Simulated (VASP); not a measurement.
# LiF (P4/mmm) in VASP: notebook

LiF is run at these levels: LDA; tasks: single point.

All numbers are computed with VASP 6.6.1; they aren't measurements. Logs are shortened: lines on timing, memory, paths and dates and some standing lists are left out, and cuts for length are marked.

## (1) The cell of the first run

Symmetry: P4/mmm, No. 123, tetragonal system. Conventional cell: a = 2.547 Å, b = 2.547 Å, c = 2.560 Å, α = 90.00°, β = 90.00°, γ = 90.00°. Li (site symmetry 4/mmm) has 8 F at 2.21 Å and 6 Li at 2.55 to 2.56 Å within 2.9 Å. F (site symmetry 4/mmm) has 8 Li at 2.21 Å and 6 F at 2.55 to 2.56 Å within 2.9 Å.

## (2) Single point, LDA (strain -0.0050 x Voigt [1, 1, 0, 0, 0, 0])

File INCAR:

```
PREC     = Accurate       # precision mode
ENCUT    = 520            # plane-wave cutoff, eV
EDIFF    = 1E-6           # SCF threshold, eV
ISMEAR   = 0              # smearing method
SIGMA    = 0.05           # smearing width, eV
LREAL    = False          # projectors in reciprocal space
LASPH    = True           # aspherical terms in the spheres
NELM     = 60             # most SCF steps
ALGO     = Normal         # electronic algorithm
ISIF     = 2              # what is computed and relaxed
LWAVE    = False          # write WAVECAR
LCHARG   = False          # write CHGCAR
GGA      = CA             # functional
NBANDS   = 12             # bands
```

File KPOINTS:

```
regular mesh
0
Gamma
  10 10 10
```

File POSCAR:

```
LiF
1.0
    2.5467353350      0.0000000000      0.0000000000
    0.0000000000      2.5467353350      0.0000000000
    0.0000000000      0.0000000000      2.5595330000
Li F
1 1
Direct
    0.0000000000      0.0000000000      0.0000000000
    0.5000000000      0.5000000000      0.5000000000
```

Potentials or basis: VASP PAW LDA potentials, release 64 (Li_sv, F).

Run with:

```console
$ cat potpaw_LDA.64/Li_sv/POTCAR potpaw_LDA.64/F/POTCAR > POTCAR
$ mpirun -np 1 vasp_std > vasp.out
```

OUTCAR:

```text
PREC = Accurate
   ENCUT = 520
   EDIFF = 1E-6
   ISMEAR = 0
   LREAL = False
   LASPH = True
   NELM = 60
   ISIF = 2
   GGA = CA

 ion  position               nearest neighbor table
   1  0.000  0.000  0.000-   2 2.21   2 2.21   2 2.21   2 2.21   2 2.21   2 2.21   2 2.21   2 2.21

   2  0.500  0.500  0.500-   1 2.21   1 2.21   1 2.21   1 2.21   1 2.21   1 2.21   1 2.21   1 2.21

  LATTYP: Found a simple tetragonal cell.
 ALAT       =     2.5467353350
 C/A-ratio  =     1.0050251256

  Lattice vectors:

 A1 = (   2.5467353350,   0.0000000000,   0.0000000000)
 A2 = (   0.0000000000,   2.5467353350,   0.0000000000)
 A3 = (   0.0000000000,   0.0000000000,   2.5595330000)

Analysis of symmetry for initial positions (statically):
=====================================================================
 Subroutine PRICEL returns:
 Original cell was already a primitive cell.

 Routine SETGRP: Setting up the symmetry group for a
 simple tetragonal supercell.

 Subroutine GETGRP returns: Found 16 space group operations
 (whereof 16 operations were pure point group operations)
 out of a pool of 16 trial point group operations.

The static configuration has the point symmetry D_4h.

Analysis of symmetry for dynamics (positions and initial velocities):
=====================================================================
 Subroutine PRICEL returns:
 Original cell was already a primitive cell.

 Routine SETGRP: Setting up the symmetry group for a
 simple tetragonal supercell.

 Subroutine GETGRP returns: Found 16 space group operations
 (whereof 16 operations were pure point group operations)
 out of a pool of 16 trial point group operations.

The dynamic configuration has the point symmetry D_4h.

 Subroutine INISYM returns: Found 16 space group operations
 (whereof 16 operations are pure point group operations),
 and found     1 'primitive' translations

----------------------------------------------------------------------------------------

                                     Primitive cell

  volume of cell :      16.6008

  direct lattice vectors                    reciprocal lattice vectors
     2.546735335  0.000000000  0.000000000     0.392659569  0.000000000  0.000000000
     0.000000000  2.546735335  0.000000000     0.000000000  0.392659569  0.000000000
     0.000000000  0.000000000  2.559533000     0.000000000  0.000000000  0.390696272

  length of vectors
     2.546735335  2.546735335  2.559533000     0.392659569  0.392659569  0.390696272

  position of ions in fractional coordinates (direct lattice)
     0.000000000  0.000000000  0.000000000
     0.500000000  0.500000000  0.500000000

  ion indices of the primitive-cell ions
   primitive index   ion index
                 1           1
                 2           2

----------------------------------------------------------------------------------------

 KPOINTS: regular mesh

Automatic generation of k-mesh.
 Grid dimensions read from file:
 generate k-points for:   10   10   10

 Generating k-lattice:

  Cartesian coordinates                     Fractional coordinates (reciprocal lattice)
     0.039265957  0.000000000  0.000000000     0.100000000  0.000000000  0.000000000
     0.000000000  0.039265957  0.000000000     0.000000000  0.100000000  0.000000000
     0.000000000  0.000000000  0.039069627     0.000000000  0.000000000  0.100000000

  Length of vectors
     0.039265957  0.039265957  0.039069627

  Shift w.r.t. Gamma in fractional coordinates (k-lattice)
     0.000000000  0.000000000  0.000000000

 Subroutine IBZKPT returns following result:
 ===========================================

 Found    126 irreducible k-points:

 Following reciprocal coordinates:
            Coordinates               Weight
  0.000000  0.000000  0.000000      1.000000
  0.100000  0.000000  0.000000      4.000000
  0.200000  0.000000  0.000000      4.000000
  0.300000  0.000000  0.000000      4.000000
  0.400000  0.000000  0.000000      4.000000
  0.500000  0.000000  0.000000      2.000000
[... 16 lines left out ...]
  0.100000  0.000000  0.100000      8.000000
  0.200000  0.000000  0.100000      8.000000
 [... further k-points ...]
   k-points           NKPTS =    126   k-points in BZ     NKDIM =    126   number of bands    NBANDS=     12
   number of dos      NEDOS =    301   number of ions     NIONS =      2
   total plane-waves  NPLWV =   8000
   dimension x,y,z NGX =    20 NGY =   20 NGZ =   20
   dimension x,y,z NGXF=    40 NGYF=   40 NGZF=   40
   ions per type =               1   1
   NGX,Y,Z   is equivalent  to a cutoff of  13.06, 13.06, 12.99 a.u.
   NGXF,Y,Z  is equivalent  to a cutoff of  26.11, 26.11, 25.98 a.u.
 SYSTEM =  unknown system
   PREC   = accura    normal or accurate (medium, high low for compatibility)
   ISTART =      0    job   : 0-new  1-cont  2-samecut
   ICHARG =      2    charge: 1-file 2-atom 10-const
   ISPIN  =      1    spin polarized calculation?
   LNONCOLLINEAR =      F non collinear calculations
   LSORBIT =      F    spin-orbit coupling
   LASPH  =      T    aspherical Exc in radial PAW
   ENCUT  =  520.0 eV  38.22 Ry    6.18 a.u.   4.74  4.74  4.76*2*pi/ulx,y,z
   NELM   =     60;   NELMIN=  2; NELMDL= -5     # of ELM steps
   EDIFF  = 0.1E-05   stopping-criterion for ELM
   LREAL  =      F    real-space projection
   EDIFFG = 0.1E-04   stopping-criterion for IOM
   NSW    =      0    number of steps for IOM
   IBRION =     -1    ionic relax: 0-MD 1-quasi-New 2-CG
   NFREE  =      0    steps in history (QN), initial steepest desc. (CG)
   ISIF   =      2    stress and relaxation
   ISYM   =      2    0-nonsym 1-usesym 2-fastsym
   POTIM  = 0.5000    time-step for ionic-motion
   TEBEG  =    0.0;   TEEND  =   0.0 temperature during run
   PSTRESS=    0.0 pullay stress
   NELECT =      10.0000    total number of electrons
   NUPDOWN=      -1.0000    fix difference up-down
   EMIN   =  10.00;   EMAX   =-10.00  energy-range for DOS
   EFERMI =   0.00;   METHOD = LEGACY
   ISMEAR =     0;   SIGMA  =   0.05  broadening in eV -4-tet -1-fermi 0-gaus
   EFERMI_NEDOS =   21; number of points for ismear=-14 and -15
   IALGO  =     38    algorithm
   IMIX   =      4    mixing-type and parameters
     AMIX     =   0.40;   BMIX     =  1.00
     AMIX_MAG =   1.60;   BMIX_MAG =  1.00
  volume/ion in A,a.u.               =       8.30        56.01
  Fermi-wavevector in a.u.,A,eV,Ry     =   1.382607  2.612748 26.008921  1.911602
  Thomas-Fermi vector in A             =   2.507282
   LORBIT       =      0    0 simple, 1 ext, 2 COOP (PROOUT), +10 PAW based schemes
   GGA     = CA    functional components
   LHFCALC =     F    Hartree Fock is set to
   AEXX    =    0.0000 exact exchange contribution
   IVDW    =     0    specifies the selected vdW correction
   LEPSILON=     F    determine dielectric tensor
   LRPA    =     F    only Hartree local field effects (RPA)
 non-spin polarized calculation
 Gauss-broadening in eV      SIGMA  =   0.05
  energy-cutoff  :      520.00
  volume of cell :       16.60
 maximum number of plane-waves:       466
 NGX is ok and might be reduce to    20
   NGX =  9   NGY =  9   NGZ =  9

 number of electron      10.0000019 magnetization

 Free energy of the ion-electron system (eV)
  ---------------------------------------------------
  ext. energy  EPLUGINS =         0.00000000
  ---------------------------------------------------
  free energy    TOTEN  =        -9.87739176 eV

  energy without entropy =       -9.87739176  energy(sigma->0) =       -9.87739176

 E-fermi :   0.2187     XC(G=0): -10.6243

 val. band max:       -0.1135357156   @ k =   0.5000   0.0000   0.5000
 cond. band min:       7.2612431470   @ k =   0.0000   0.0000   0.0000
 fundamental gap:      7.3747788626
 Fermi energy:         0.2186748431

 k-point     1 :       0.0000    0.0000    0.0000
  band No.  band energies     occupation
      1     -41.7612      2.00000
      2     -20.5794      2.00000
      3      -0.8581      2.00000
      4      -0.8030      2.00000
      5      -0.8030      2.00000
      6       7.2612      0.00000
      7      18.2887      0.00000
      8      18.4139      0.00000
      9      20.3994      0.00000
     10      20.5414      0.00000
     11      20.5414      0.00000
     12      38.0295      0.00000

 k-point     2 :       0.1000    0.0000    0.0000
  band No.  band energies     occupation
      1     -41.7558      2.00000
      2     -20.5351      2.00000
      3      -1.1715      2.00000
      4      -0.8197      2.00000
      5      -0.7654      2.00000
      6       7.4997      0.00000
      7      16.9752      0.00000
      8      18.5516      0.00000
      9      20.3556      0.00000
     10      20.5020      0.00000
     11      22.5443      0.00000
     12      36.5020      0.00000

 k-point     3 :       0.2000    0.0000    0.0000
  band No.  band energies     occupation
      1     -41.7416      2.00000
      2     -20.4166      2.00000
      3      -2.0387      2.00000
      4      -0.7177      2.00000
      5      -0.6653      2.00000
      6       7.9982      0.00000
      7      15.4182      0.00000
      8      19.2426      0.00000
      9      20.2230      0.00000
     10      20.3813      0.00000
     11      25.8673      0.00000
     12      33.1348      0.00000
[... 286 lines left out ...]
 k-point    23 :       0.1000    0.0000    0.1000
  band No.  band energies     occupation
      1     -41.7507      2.00000
      2     -20.4920      2.00000
      3      -1.1986      2.00000
      4      -1.1166      2.00000
      5      -0.7295      2.00000
      6       7.7504      0.00000
      7      16.6104      0.00000
      8      17.6659      0.00000
      9      20.4806      0.00000
     10      21.6357      0.00000
     11      23.2292      0.00000
     12      33.9924      0.00000

 k-point    24 :       0.2000    0.0000    0.1000
  band No.  band energies     occupation
      1     -41.7367      2.00000
      2     -20.3719      2.00000
      3      -2.0034      2.00000
      4      -1.0759      2.00000
      5      -0.6320      2.00000
      6       8.2867      0.00000
      7      15.3681      0.00000
      8      17.6609      0.00000
      9      20.4249      0.00000
     10      22.0572      0.00000
     11      26.1978      0.00000
     12      31.3988      0.00000

 [... further k-points ...]

------------------------ aborting loop because EDIFF is reached ----------------------------------------

  FORCE on cell =-STRESS in cart. coord.  units (eV):
  Direction    XX          YY          ZZ          XY          YZ          ZX
  --------------------------------------------------------------------------------------
  -------------------------------------------------------------------------------------
  Total       -0.7204913     -0.7204913     -0.8632239      0.0000000     -0.0000000      0.0000000
  in kB      -69.5362005    -69.5362005    -83.3116435      0.0000000     -0.0000000      0.0000000
  external PRESSURE =     -74.1280148 kB  Pullay stress =       0.0000000 kB

 VOLUME and BASIS-vectors are now :
 -----------------------------------------------------------------------------
  energy-cutoff  :      520.00
  volume of cell :       16.60
      direct lattice vectors                 reciprocal lattice vectors
     2.546735335  0.000000000  0.000000000     0.392659569  0.000000000  0.000000000
     0.000000000  2.546735335  0.000000000     0.000000000  0.392659569  0.000000000
     0.000000000  0.000000000  2.559533000     0.000000000  0.000000000  0.390696272

 POSITION                                       TOTAL-FORCE (eV/Angst)
 -----------------------------------------------------------------------------------
      0.00000      0.00000      0.00000         0.000000      0.000000      0.000000
      1.27337      1.27337      1.27977         0.000000      0.000000      0.000000
 -----------------------------------------------------------------------------------
    total drift:                                0.000000      0.000000      0.000000

  FREE ENERGIE OF THE ION-ELECTRON SYSTEM (eV)
  ---------------------------------------------------
  free  energy   TOTEN  =        -9.8773917641 eV

  energy  without entropy=       -9.8773917641  energy(sigma->0) =       -9.87739176
```

It took 24 s on 1 thread of Intel Xeon 8259CL, shared host; peak memory 0.13 GiB.

What came out:

- Free energy: -9.8774 eV
- Band gap on the k mesh: 7.37 eV (least direct gap 8.06 eV)

Caveat: the cell differs from its parent crystal (strain -0.0050 x Voigt [1, 1, 0, 0, 0, 0]); the cutoff is under 1.25 times the usual one of these potentials, so pressure, stress and relaxed cells hold a basis-set (Pulay) error. A k mesh can miss the band edges.

## (3) Single point, LDA (strain +0.0150 x Voigt [1, 1, 0, 0, 0, 0])

File INCAR:

```
SYSTEM = LiF
ALGO = Normal ; EDIFF = 1E-6
ENCUT = 520 ; GGA = CA
ISIF = 2 ; ISMEAR = 0
LASPH = .True. ; LCHARG = .True.
LELF = .True. ; LREAL = .False.
LVHAR = .True. ; LWAVE = .False.
NBANDS = 12 ; NELM = 100
PREC = Accurate ; SIGMA = 0.05
```

File KPOINTS:

```
k-points
0
Gamma
  10 10 10
  0 0 0
```

File POSCAR:

```
LiF
1.0
    2.5979259950      0.0000000000      0.0000000000
    0.0000000000      2.5979259950      0.0000000000
    0.0000000000      0.0000000000      2.5595330000
Li F
1 1
Direct
    0.0000000000      0.0000000000      0.0000000000
    0.5000000000      0.5000000000      0.5000000000
```

Potentials or basis: VASP PAW LDA potentials, release 64 (Li_sv, F).

Run with:

```console
$ cat potpaw_LDA.64/Li_sv/POTCAR potpaw_LDA.64/F/POTCAR > POTCAR
$ mpirun -np 1 vasp_std > vasp.out
```

OUTCAR:

```text
SYSTEM = LiF
   EDIFF = 1E-6
   ENCUT = 520
   GGA = CA
   ISIF = 2
   ISMEAR = 0
   LASPH = .True.
   LREAL = .False.
   NELM = 100
   PREC = Accurate

 ion  position               nearest neighbor table
   1  0.000  0.000  0.000-   2 2.24   2 2.24   2 2.24   2 2.24   2 2.24   2 2.24   2 2.24   2 2.24

   2  0.500  0.500  0.500-   1 2.24   1 2.24   1 2.24   1 2.24   1 2.24   1 2.24   1 2.24   1 2.24

  LATTYP: Found a simple tetragonal cell.
 ALAT       =     2.5979259950
 C/A-ratio  =     0.9852216749

  Lattice vectors:

 A1 = (   2.5979259950,   0.0000000000,   0.0000000000)
 A2 = (   0.0000000000,   2.5979259950,   0.0000000000)
 A3 = (   0.0000000000,   0.0000000000,   2.5595330000)

Analysis of symmetry for initial positions (statically):
=====================================================================
 Subroutine PRICEL returns:
 Original cell was already a primitive cell.

 Routine SETGRP: Setting up the symmetry group for a
 simple tetragonal supercell.

 Subroutine GETGRP returns: Found 16 space group operations
 (whereof 16 operations were pure point group operations)
 out of a pool of 16 trial point group operations.

The static configuration has the point symmetry D_4h.

Analysis of symmetry for dynamics (positions and initial velocities):
=====================================================================
 Subroutine PRICEL returns:
 Original cell was already a primitive cell.

 Routine SETGRP: Setting up the symmetry group for a
 simple tetragonal supercell.

 Subroutine GETGRP returns: Found 16 space group operations
 (whereof 16 operations were pure point group operations)
 out of a pool of 16 trial point group operations.

The dynamic configuration has the point symmetry D_4h.

 Subroutine INISYM returns: Found 16 space group operations
 (whereof 16 operations are pure point group operations),
 and found     1 'primitive' translations

----------------------------------------------------------------------------------------

                                     Primitive cell

[... 121 lines left out ...]
 non-spin polarized calculation
 Gauss-broadening in eV      SIGMA  =   0.05
  energy-cutoff  :      520.00
  volume of cell :       17.27
 maximum number of plane-waves:       478
 NGX is ok and might be reduce to    20
   NGX =  9   NGY =  9   NGZ =  9

 number of electron      10.0000000 magnetization

 Free energy of the ion-electron system (eV)
  ---------------------------------------------------
  ext. energy  EPLUGINS =         0.00000000
  ---------------------------------------------------
  free energy    TOTEN  =        -9.84171067 eV

  energy without entropy =       -9.84171067  energy(sigma->0) =       -9.84171067

 E-fermi :  -0.0331     XC(G=0): -10.4285

 val. band max:       -0.3365895297   @ k =   0.5000   0.5000   0.0000
 cond. band min:       6.6619981494   @ k =   0.0000   0.0000   0.0000
 fundamental gap:      6.9985876792
 Fermi energy:        -0.0331193373

 k-point     1 :       0.0000    0.0000    0.0000
  band No.  band energies     occupation
      1     -42.0859      2.00000
      2     -20.6915      2.00000
      3      -1.1104      2.00000
      4      -1.1104      2.00000
      5      -0.9540      2.00000
      6       6.6620      0.00000
      7      17.6543      0.00000
      8      18.0229      0.00000
      9      19.6303      0.00000
     10      19.6303      0.00000
     11      20.0489      0.00000
     12      36.6769      0.00000
[... 331 lines left out ...]
 k-point    24 :       0.2000    0.0000    0.1000
  band No.  band energies     occupation
      1     -42.0654      2.00000
      2     -20.5017      2.00000
      3      -2.2269      2.00000
      4      -1.1889      2.00000
      5      -0.9469      2.00000
      6       7.7074      0.00000
      7      14.7104      0.00000
      8      17.2403      0.00000
      9      19.5048      0.00000
     10      21.6346      0.00000
     11      25.2824      0.00000
     12      30.5603      0.00000

 [... further k-points ...]

------------------------ aborting loop because EDIFF is reached ----------------------------------------

  FORCE on cell =-STRESS in cart. coord.  units (eV):
  Direction    XX          YY          ZZ          XY          YZ          ZX
  --------------------------------------------------------------------------------------
  -------------------------------------------------------------------------------------
  Total       -1.1483127     -1.1483127     -0.7363389      0.0000000      0.0000000      0.0000000
  in kB     -106.5016779   -106.5016779    -68.2926594      0.0000000      0.0000000      0.0000000
  external PRESSURE =     -93.7653384 kB  Pullay stress =       0.0000000 kB

 VOLUME and BASIS-vectors are now :
 -----------------------------------------------------------------------------
  energy-cutoff  :      520.00
  volume of cell :       17.27
      direct lattice vectors                 reciprocal lattice vectors
     2.597925995  0.000000000  0.000000000     0.384922435  0.000000000  0.000000000
     0.000000000  2.597925995  0.000000000     0.000000000  0.384922435  0.000000000
     0.000000000  0.000000000  2.559533000     0.000000000  0.000000000  0.390696272

 POSITION                                       TOTAL-FORCE (eV/Angst)
 -----------------------------------------------------------------------------------
      0.00000      0.00000      0.00000         0.000000      0.000000      0.000000
      1.29896      1.29896      1.27977         0.000000      0.000000      0.000000
 -----------------------------------------------------------------------------------
    total drift:                               -0.000000      0.000000      0.000000

  FREE ENERGIE OF THE ION-ELECTRON SYSTEM (eV)
  ---------------------------------------------------
  free  energy   TOTEN  =        -9.8417106671 eV

  energy  without entropy=       -9.8417106671  energy(sigma->0) =       -9.84171067
```

stdout:

```text
POSCAR found type information on POSCAR LiF
 POSCAR found :  2 types and       2 ions
 scaLAPACK will be used
 LDA part: xc-table for (Slater(with rela. corr.)+CA(PZ))
 , standard interpolation
 POSCAR, INCAR and KPOINTS ok, starting setup
 FFT: planning ... GRIDC
 FFT: planning ... GRID_SOFT
 FFT: planning ... GRID
 WAVECAR not read
 entering main loop
```

Wall time 28 s (1 thread of Intel Xeon 8259CL, shared host); peak memory 0.13 GiB.

What came out:

```yaml
Free_energy: -9.8417 eV
Band_gap_on_the_k_mesh: 7.00 eV (least direct gap 7.62 eV)
```

Caveat: the cell differs from its parent crystal (strain +0.0150 x Voigt [1, 1, 0, 0, 0, 0]); the cutoff is under 1.25 times the usual one of these potentials, so pressure, stress and relaxed cells hold a basis-set (Pulay) error.

[end of part 1 of 2]
